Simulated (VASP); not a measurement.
# CdF2 in VASP: notebook

CdF2 is run at these levels: PBE, r2SCAN; tasks: single point.

All numbers are computed with VASP 6.6.1; they aren't measurements. Logs are shortened: lines on timing, memory, paths and dates and some standing lists are left out, and cuts for length are marked.

**1. The cell of the first run**

Symmetry: Fm-3m, No. 225, cubic system. Conventional cell: a = 5.575 Å, b = 5.575 Å, c = 5.575 Å, α = 90.00°, β = 90.00°, γ = 90.00°. Cd (site symmetry m-3m) has 8 F at 2.41 Å within 3.2 Å. Within 3.2 Å of F (site symmetry -43m) lie 4 Cd at 2.41 Å and 6 F at 2.79 Å.

**2. Single point, PBE (strain +3.5%)**

Input file INCAR:

```
PREC = Accurate
ENCUT = 520
EDIFF = 1E-6
ISMEAR = -1
SIGMA = 0.02
LREAL = False
LASPH = True
NELM = 80
ALGO = Normal
ISIF = 2
LWAVE = False
LCHARG = True
GGA = PE
LELF = True
LVHAR = True
NBANDS = 20
```

Input file KPOINTS:

```
regular mesh
0
Gamma
  8 8 8
```

Input file POSCAR:

```
CdF2
1.0
    0.0000000000      2.7876656466      2.7876656466
    2.7876656466      0.0000000000      2.7876656466
    2.7876656466      2.7876656466      0.0000000000
Cd F
1 2
Direct
    0.0000000000      0.0000000000      0.0000000000
    0.2500000000      0.2500000000      0.2500000000
    0.7500000000      0.7500000000      0.7500000000
```

Potentials or basis: VASP PAW PBE potentials, release 64 (Cd, F).

On the command line:

```sh
> cat potpaw_PBE.64/Cd/POTCAR potpaw_PBE.64/F/POTCAR > POTCAR
> mpirun -np 1 vasp_std > vasp.out
```

OUTCAR:

```text
PREC = Accurate
   ENCUT = 520
   EDIFF = 1E-6
   ISMEAR = -1
   LREAL = False
   LASPH = True
   NELM = 80
   ISIF = 2
   GGA = PE

 ion  position               nearest neighbor table
   1  0.000  0.000  0.000-   3 2.41   3 2.41   3 2.41   2 2.41   2 2.41   2 2.41   3 2.41   2 2.41

   2  0.250  0.250  0.250-   1 2.41   1 2.41   1 2.41   1 2.41
   3  0.750  0.750  0.750-   1 2.41   1 2.41   1 2.41   1 2.41

  LATTYP: Found a face centered cubic cell.
 ALAT       =     5.5753312932

  Lattice vectors:

 A1 = (   0.0000000000,   2.7876656466,   2.7876656466)
 A2 = (   2.7876656466,   0.0000000000,   2.7876656466)
 A3 = (   2.7876656466,   2.7876656466,   0.0000000000)

Analysis of symmetry for initial positions (statically):
=====================================================================
 Subroutine PRICEL returns:
 Original cell was already a primitive cell.

 Routine SETGRP: Setting up the symmetry group for a
 face centered cubic supercell.

 Subroutine GETGRP returns: Found 48 space group operations
 (whereof 48 operations were pure point group operations)
 out of a pool of 48 trial point group operations.

The static configuration has the point symmetry O_h .

Analysis of symmetry for dynamics (positions and initial velocities):
=====================================================================
 Subroutine PRICEL returns:
 Original cell was already a primitive cell.

 Routine SETGRP: Setting up the symmetry group for a
 face centered cubic supercell.

 Subroutine GETGRP returns: Found 48 space group operations
 (whereof 48 operations were pure point group operations)
 out of a pool of 48 trial point group operations.

The dynamic configuration has the point symmetry O_h .

 Subroutine INISYM returns: Found 48 space group operations
 (whereof 48 operations are pure point group operations),
 and found     1 'primitive' translations

----------------------------------------------------------------------------------------

                                     Primitive cell

  volume of cell :      43.3263

  direct lattice vectors                    reciprocal lattice vectors
     0.000000000  2.787665647  2.787665647    -0.179361539  0.179361539  0.179361539
     2.787665647  0.000000000  2.787665647     0.179361539 -0.179361539  0.179361539
     2.787665647  2.787665647  0.000000000     0.179361539  0.179361539 -0.179361539

  length of vectors
     3.942354565  3.942354565  3.942354565     0.310663298  0.310663298  0.310663298

[... 75 lines left out ...]
   ICHARG =      2    charge: 1-file 2-atom 10-const
   ISPIN  =      1    spin polarized calculation?
   LNONCOLLINEAR =      F non collinear calculations
   LSORBIT =      F    spin-orbit coupling
   LASPH  =      T    aspherical Exc in radial PAW
   ENCUT  =  520.0 eV  38.22 Ry    6.18 a.u.   7.33  7.33  7.33*2*pi/ulx,y,z
   NELM   =     80;   NELMIN=  2; NELMDL= -5     # of ELM steps
   EDIFF  = 0.1E-05   stopping-criterion for ELM
   LREAL  =      F    real-space projection
   EDIFFG = 0.1E-04   stopping-criterion for IOM
   NSW    =      0    number of steps for IOM
   IBRION =     -1    ionic relax: 0-MD 1-quasi-New 2-CG
   NFREE  =      0    steps in history (QN), initial steepest desc. (CG)
   ISIF   =      2    stress and relaxation
   ISYM   =      2    0-nonsym 1-usesym 2-fastsym
   POTIM  = 0.5000    time-step for ionic-motion
   TEBEG  =    0.0;   TEEND  =   0.0 temperature during run
   PSTRESS=    0.0 pullay stress
   NELECT =      26.0000    total number of electrons
   NUPDOWN=      -1.0000    fix difference up-down
   EMIN   =  10.00;   EMAX   =-10.00  energy-range for DOS
   EFERMI =   0.00;   METHOD = LEGACY
   ISMEAR =    -1;   SIGMA  =   0.02  broadening in eV -4-tet -1-fermi 0-gaus
   EFERMI_NEDOS =   21; number of points for ismear=-14 and -15
   IALGO  =     38    algorithm
   IMIX   =      4    mixing-type and parameters
     AMIX     =   0.40;   BMIX     =  1.00
     AMIX_MAG =   1.60;   BMIX_MAG =  1.00
  volume/ion in A,a.u.               =      14.44        97.46
  Fermi-wavevector in a.u.,A,eV,Ry     =   1.380857  2.609441 25.943114  1.906765
  Thomas-Fermi vector in A             =   2.505695
   LORBIT       =      0    0 simple, 1 ext, 2 COOP (PROOUT), +10 PAW based schemes
   GGA     = PE    functional components
   LHFCALC =     F    Hartree Fock is set to
   AEXX    =    0.0000 exact exchange contribution
   IVDW    =     0    specifies the selected vdW correction
   LEPSILON=     F    determine dielectric tensor
   LRPA    =     F    only Hartree local field effects (RPA)
 non-spin polarized calculation
  energy-cutoff  :      520.00
  volume of cell :       43.33
 maximum number of plane-waves:      1211
 NGX is ok and might be reduce to    30
   NGX = 15   NGY = 15   NGZ = 15

 number of electron      26.0000012 magnetization

 Free energy of the ion-electron system (eV)
  ---------------------------------------------------
  ext. energy  EPLUGINS =         0.00000000
  ---------------------------------------------------
  free energy    TOTEN  =       -10.88558889 eV

  energy without entropy =      -10.88558889  energy(sigma->0) =      -10.88558889

 E-fermi :  -1.4939     XC(G=0):  -9.8662

 val. band max:       -2.0212731161   @ k =  -0.2500   0.5000   0.2500
 cond. band min:       0.6866701165   @ k =   0.0000   0.0000   0.0000
 fundamental gap:      2.7079432327
 Fermi energy:        -1.4938789444

 k-point     1 :       0.0000    0.0000    0.0000
  band No.  band energies     occupation
      1     -22.3155      2.00000
      2     -21.4684      2.00000
      3      -7.4158      2.00000
      4      -7.4158      2.00000
      5      -7.4158      2.00000
      6      -6.6044      2.00000
[... 541 lines left out ...]
     19      15.9465      0.00000
     20      19.3182      0.00000

 [... further k-points ...]
[... 5 lines left out ...]
  --------------------------------------------------------------------------------------
  -------------------------------------------------------------------------------------
  Total       -1.0363502     -1.0363502     -1.0363502      0.0000000     -0.0000000     -0.0000000
  in kB      -38.3234927    -38.3234927    -38.3234927      0.0000000     -0.0000000     -0.0000000
  external PRESSURE =     -38.3234927 kB  Pullay stress =       0.0000000 kB

 VOLUME and BASIS-vectors are now :
 -----------------------------------------------------------------------------
  energy-cutoff  :      520.00
  volume of cell :       43.33
      direct lattice vectors                 reciprocal lattice vectors
     0.000000000  2.787665647  2.787665647    -0.179361539  0.179361539  0.179361539
     2.787665647  0.000000000  2.787665647     0.179361539 -0.179361539  0.179361539
     2.787665647  2.787665647  0.000000000     0.179361539  0.179361539 -0.179361539

 POSITION                                       TOTAL-FORCE (eV/Angst)
 -----------------------------------------------------------------------------------
      0.00000      0.00000      0.00000        -0.000000     -0.000000      0.000000
      1.39383      1.39383      1.39383         0.000000      0.000000      0.000000
      4.18150      4.18150      4.18150        -0.000000     -0.000000     -0.000000
 -----------------------------------------------------------------------------------
    total drift:                                0.000000     -0.000000      0.000000

  FREE ENERGIE OF THE ION-ELECTRON SYSTEM (eV)
  ---------------------------------------------------
  free  energy   TOTEN  =       -10.8855888941 eV

  energy  without entropy=      -10.8855888941  energy(sigma->0) =      -10.88558889
```

stdout:

```text
POSCAR found type information on POSCAR CdF
 POSCAR found :  2 types and       3 ions
 scaLAPACK will be used
 LDA part: xc-table for (Slater+PW92), standard interpolation
 POSCAR, INCAR and KPOINTS ok, starting setup
 FFT: planning ... GRIDC
 FFT: planning ... GRID_SOFT
 FFT: planning ... GRID
 WAVECAR not read
 entering main loop
```

It took 57 s on 1 thread of AMD EPYC 7R13, shared host; peak memory 0.15 GiB.

What came out:

```yaml
Free_energy: -10.8856 eV
Pressure: -3.8 GPa
Band_gap_on_the_k_mesh: 2.71 eV (least direct gap 3.31 eV)
```

Levels at points of the mesh, in eV from the valence-band top:
```csv
k point,band 11,band 12,band 13,band 14,band 15,band 16
"(0.00, 0.00, 0.00)",-0.60,-0.60,-0.60,2.71,12.19,12.19
"(0.50, 0.00, 0.00)",-1.49,-0.45,-0.45,6.41,8.80,13.61
"(0.50, 0.50, 0.00)",-0.33,-0.08,-0.08,7.17,9.10,11.69
```

Caveat: the cell differs from its parent crystal (strain +3.5%); the cell stands under tension. A k mesh can miss the band edges.

**3. Single point, r2SCAN (strain +3.5%)**

POSCAR is that of step 2.

Input file INCAR.step1:

```
PREC     = Accurate       # precision mode
ENCUT    = 520            # plane-wave cutoff, eV
ISMEAR   = 0              # smearing method
SIGMA    = 0.01           # smearing width, eV
LREAL    = F              # projectors in reciprocal space
LASPH    = T              # aspherical terms in the spheres
NELM     = 60             # most SCF steps
NBANDS   = 20             # bands
GGA      = PE             # functional
ALGO     = Normal         # electronic algorithm
EDIFF    = 1E-4           # SCF threshold, eV
LWAVE    = T              # write WAVECAR
LCHARG   = F              # write CHGCAR
```

Input file INCAR.step2:

```
PREC     = Accurate       # precision mode
ENCUT    = 520            # plane-wave cutoff, eV
EDIFF    = 1E-7           # SCF threshold, eV
ISMEAR   = 0              # smearing method
SIGMA    = 0.01           # smearing width, eV
LREAL    = F              # projectors in reciprocal space
LASPH    = T              # aspherical terms in the spheres
NELM     = 60             # most SCF steps
ALGO     = Normal         # electronic algorithm
ISIF     = 2              # what is computed and relaxed
LWAVE    = F              # write WAVECAR
LCHARG   = F              # write CHGCAR
METAGGA  = R2SCAN         # meta-GGA
LMIXTAU  = T            
NBANDS   = 20             # bands
ISTART   = 1
```

KPOINTS is that of step 2.

Potentials or basis: VASP PAW PBE potentials, release 64 (Cd, F).

On the command line:

```sh
> cat potpaw_PBE.64/Cd/POTCAR potpaw_PBE.64/F/POTCAR > POTCAR
> cp INCAR.step1 INCAR
> mpirun -np 1 vasp_std > vasp.out
> cp INCAR.step2 INCAR
> mpirun -np 1 vasp_std > vasp.out
```

Wall time 4.3 min (1 thread of AMD EPYC 7R13, shared host); peak memory 0.15 GiB.

The run converged. Its results:

- Free energy: -33.6153 eV
- Pressure: -8.5 GPa
- Band gap on the k mesh: 3.38 eV (least direct gap 4.00 eV)

Levels at points of the mesh, in eV from the valence-band top:
```csv
k point,band 9,band 10,band 11,band 12,band 13,band 14,band 15,band 16,band 17,band 18
"(0.00, 0.00, 0.00)",-0.75,-0.75,-0.62,-0.62,-0.62,3.38,13.06,13.06,13.06,16.96
"(0.50, 0.00, 0.00)",-1.87,-1.49,-1.49,-0.46,-0.46,7.18,9.33,14.65,14.65,18.19
"(0.50, 0.50, 0.00)",-2.47,-2.47,-0.34,-0.08,-0.08,8.00,9.95,11.93,14.34,14.34
```

Caveat: the cell differs from its parent crystal (strain +3.5%); the cell stands under tension; the PAW data sets were made with another functional, which shifts forces and pressure a little. A k mesh can miss the band edges.

**4. Single point, PBE (epitaxial xy strain +1.4%)**

Input file INCAR:

```
PREC = Accurate
ENCUT = 520
EDIFF = 1E-6
ISMEAR = -1
SIGMA = 0.02
LREAL = F
LASPH = T
NELM = 60
ALGO = Normal
ISIF = 2
LWAVE = F
LCHARG = F
GGA = PE
NBANDS = 20
```

Input file KPOINTS:

```
Automatic mesh
0
Gamma
  8 8 8
```

Input file POSCAR:

```
CdF2
1.0
    0.0000000000      2.7310879153      2.6672838473
    2.7310879153      0.0000000000      2.6672838473
    2.7310879153      2.7310879153      0.0000000000
Cd F
1 2
Direct
    0.0000000000      0.0000000000      0.0000000000
    0.2500000000      0.2500000000      0.2500000000
    0.7500000000      0.7500000000      0.7500000000
```

On the command line:

```sh
> cat potpaw_PBE.64/Cd/POTCAR potpaw_PBE.64/F/POTCAR > POTCAR
> mpirun -np 1 vasp_std > vasp.out
```

It took 99 s on 1 thread of AMD EPYC 7R13, shared host; peak memory 0.16 GiB.

It converged, with:

* Free energy: -10.8779 eV
* Pressure: 4.1 GPa
* Band gap on the k mesh: 2.98 eV (least direct gap 3.50 eV)

Stress tensor (GPa, compression positive):
```
3.29 0.00 0.00
0.00 3.29 0.00
0.00 0.00 5.82
```

Levels at points of the mesh, in eV from the valence-band top:
```
           k point  band 11  band 12  band 13  band 14  band 15  band 16
(0.00, 0.00, 0.00)    -0.59    -0.52    -0.52     2.98    12.56    12.63
(0.50, 0.00, 0.00)    -1.76    -0.43    -0.42     7.02     9.08    14.24
(0.50, 0.50, 0.00)    -0.39    -0.12    -0.12     7.81     9.50    11.88
(0.50, 0.00, 0.50)    -0.52    -0.13    -0.05     7.85     9.55    11.87
```

Caveat: the cell differs from its parent crystal (epitaxial xy strain +1.4%); the cell stands under pressure. A k mesh can miss the band edges.

**5. Single point, r2SCAN (epitaxial xy strain +1.4%)**

POSCAR is that of step 4.

Input file INCAR.step1:

```
ALGO     = Normal         # electronic algorithm
EDIFF    = 1E-4           # SCF threshold, eV
ENCUT    = 520            # plane-wave cutoff, eV
GGA      = PE             # functional
ISMEAR   = 0              # smearing method
LASPH    = True           # aspherical terms in the spheres
LCHARG   = False          # write CHGCAR
LREAL    = False          # projectors in reciprocal space
LWAVE    = True           # write WAVECAR
NBANDS   = 20             # bands
NELM     = 80             # most SCF steps
PREC     = Accurate       # precision mode
SIGMA    = 0.01           # smearing width, eV
```

Input file INCAR.step2:

```
ALGO     = Normal         # electronic algorithm
EDIFF    = 1E-7           # SCF threshold, eV
ENCUT    = 520            # plane-wave cutoff, eV
ISIF     = 2              # what is computed and relaxed
ISMEAR   = 0              # smearing method
ISTART   = 1            
LASPH    = True           # aspherical terms in the spheres
LCHARG   = True           # write CHGCAR
LELF     = True           # ELF
LMIXTAU  = True         
LREAL    = False          # projectors in reciprocal space
LVHAR    = True         
LWAVE    = False          # write WAVECAR
METAGGA  = R2SCAN         # meta-GGA
NBANDS   = 20             # bands
NELM     = 80             # most SCF steps
PREC     = Accurate       # precision mode
SIGMA    = 0.01           # smearing width, eV
```

Input file KPOINTS:

```
k-points
0
Gamma
  8 8 8
```

On the command line:

```sh
> cat potpaw_PBE.64/Cd/POTCAR potpaw_PBE.64/F/POTCAR > POTCAR
> cp INCAR.step1 INCAR
> mpirun -np 1 vasp_std > vasp.out
> cp INCAR.step2 INCAR
> mpirun -np 1 vasp_std > vasp.out
```

Wall time 7.2 min (1 thread of AMD EPYC 7R13, shared host); peak memory 0.17 GiB.

It converged, with:

| Quantity | Value |
| --- | --- |
| Free energy | -33.7154 eV |
| Pressure | -1.0 GPa |
| Band gap on the k mesh | 3.66 eV (least direct gap 4.18 eV) |

Stress tensor (GPa, compression positive):
```
-1.88  0.00  0.00
 0.00 -1.88  0.00
 0.00  0.00  0.82
```

Levels at points of the mesh, in eV from the valence-band top:
| k point | band 11 | band 12 | band 13 | band 14 | band 15 | band 16 |
| --- | --- | --- | --- | --- | --- | --- |
| (0.00, 0.00, 0.00) | -0.59 | -0.52 | -0.52 | 3.66 | 13.46 | 13.53 |
| (0.50, 0.00, 0.00) | -1.77 | -0.44 | -0.43 | 7.82 | 9.61 | 15.32 |
| (0.50, 0.50, 0.00) | -0.40 | -0.13 | -0.13 | 8.67 | 10.39 | 12.14 |
| (0.50, 0.00, 0.50) | -0.54 | -0.14 | -0.05 | 8.72 | 10.44 | 12.13 |

Caveat: the cell differs from its parent crystal (epitaxial xy strain +1.4%); the PAW data sets were made with another functional, which shifts forces and pressure a little.

**6. The runs side by side**

```tsv
level	cell	smearing	gap on the mesh (eV)	pressure (GPa)
PBE	a = 3.942 Å, angles 60.0°, 3 atoms	fermi-dirac 0.02 eV	2.71	-3.8
r2SCAN	a = 3.942 Å, angles 60.0°, 3 atoms	gaussian 0.01 eV	3.38	-8.5
PBE	a = 3.817, b = 3.817, c = 3.862 Å, angles 59.6, 59.6, 60.8°, 3 atoms	fermi-dirac 0.02 eV	2.98	4.1
r2SCAN	a = 3.817, b = 3.817, c = 3.862 Å, angles 59.6, 59.6, 60.8°, 3 atoms	gaussian 0.01 eV	3.66	-1.0
```

Alike in all rows: task single point; potentials or basis VASP PAW PBE potentials, release 64 (Cd, F); no spin polarisation; k mesh 8 × 8 × 8; cutoff (eV) 520.

Caveats: the cell stands under tension (at least some runs); the PAW data sets were made with another functional, which shifts forces and pressure a little (at least some runs); the cell stands under pressure (at least some runs).

Absolute energies hang on the potentials; compare differences alone.
